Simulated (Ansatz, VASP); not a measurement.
## One calculation of ZnS, two programs

```xyz
2
Lattice="0.0000 2.7020 2.7020 2.7020 0.0000 2.7020 2.7020 2.7020 0.0000" Properties=species:S:1:pos:R:3 pbc="T T T"
Zn    1.3510    1.3510    1.3510
S     0.0000    0.0000    0.0000
```

Alike in both runs: task single point; functional PBEsol; k mesh 6 × 6 × 6; no spin polarisation.

```csv
,VASP,Ansatz
version,VASP 6.6.1,Ansatz 0.2.0
potentials or method,"VASP PAW PBE potentials, release 64 (Zn, S)","plane waves, PAW"
plane-wave cutoff (eV),520,420
occupations,"gaussian, width 0.01 eV",fixed
valence electrons in the cell,18,18
```

|  | VASP | Ansatz | Ansatz less VASP |
| --- | --- | --- | --- |
| gap on the k mesh at the Fermi level (eV) | 1.98 | 1.97 | -0.006 |
| pressure (GPa) | -1.8 | -2.0 | -0.18 |

VASP's potentials were made for PBE, not for PBEsol.
